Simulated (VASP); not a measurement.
Runs of VASP 6.6.1 on IrSe. The structure is that of space group Fm-3m (No. 225), or close to it. The cells are those of the table. 

```csv
level,cell,k mesh,gap on the mesh (eV),pressure (GPa)
PBE+D4,"a = 3.643 Å, angles 60.0°, 2 atoms",12 × 12 × 12,none,(b)
r2SCAN,"a = 3.643 Å, angles 60.0°, 2 atoms",12 × 12 × 12,none,1.1
PBE,"a = 3.678 Å, angles 60.0°, 2 atoms",6 × 6 × 6,none,-0.8
r2SCAN,"a = 3.667 Å, angles 60.0°, 2 atoms",12 × 12 × 12,none,(a)
r2SCAN,"a = 3.618 Å, angles 60.0°, 2 atoms",12 × 12 × 12,none,4.5
r2SCAN,"a = 3.726 Å, angles 60.0°, 2 atoms",12 × 12 × 12,none,-9.3
r2SCAN,"a = 3.594 Å, angles 60.0°, 2 atoms",12 × 12 × 12,none,8.7
r2SCAN,"a = 3.643, b = 3.607, c = 3.607 Å, angles 60.7, 59.7, 59.7°, 2 atoms",12 × 12 × 12,none,4.6
```

Alike in all rows: task single point; potentials or basis VASP PAW PBE potentials, release 64 (Ir, Se); no spin polarisation; cutoff (eV) 520; smearing gaussian 0.05 eV.

Problem. Fill in the values left out.

Solution. (a) -2.6; (b) -2.2.

Caveats: spin-orbit coupling is left out, which moves the levels of the heavy elements; the PAW data sets were made with another functional, which shifts forces and pressure a little (some runs); pairwise dispersion overbinds metals, which lowers pressure and volume (some runs).

A k mesh can miss the band edges, and the runs leave out spin-orbit coupling on Ir, Se.

A gap of «none» marks levels without a gap at the run's occupations.
